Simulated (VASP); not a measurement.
Crystal: BaTiO3.

```
CELL_PARAMETERS angstrom
2.84000 1.63967 2.33135
-2.84000 1.63967 2.33135
0.00000 -3.27935 2.33135
ATOMIC_POSITIONS crystal
Ba 0.99679 0.99679 0.99679
Ti 0.48333 0.48333 0.48333
O 0.50983 0.50983 0.01942
O 0.01942 0.50983 0.50983
O 0.50983 0.01942 0.50983
```

Base run:

- Program: VASP 6.6.1
- Functional: r2SCAN
- Potentials or basis: VASP PAW PBE potentials, release 64 (Ba_sv, Ti_sv, O)
- Cutoff: 520 eV
- k mesh: 6 × 6 × 6
- Occupations: gaussian, width 0.01 eV
- Spin: no spin polarisation

Its results: band gap on the k mesh 2.85 eV, indirect (least direct gap 3.31 eV); pressure 1.9 GPa; largest force 0.175 eV/Å.

**Question.** The run is repeated on the same cell with these changes: functional from r2SCAN to PBE. What comes out?

**Answer.** Band gap on the k mesh 2.46 eV, indirect (least direct gap 2.91 eV); pressure 4.9 GPa; largest force 0.130 eV/Å.

r2SCAN gives the wider gap, since meta-GGAs in the generalised Kohn-Sham scheme recover part of the derivative discontinuity.

Caveats: spin-orbit coupling is left out, which moves the levels of the heavy elements; the PAW data sets were made with another functional, which shifts forces and pressure a little (some runs).

A k mesh can miss the band edges.
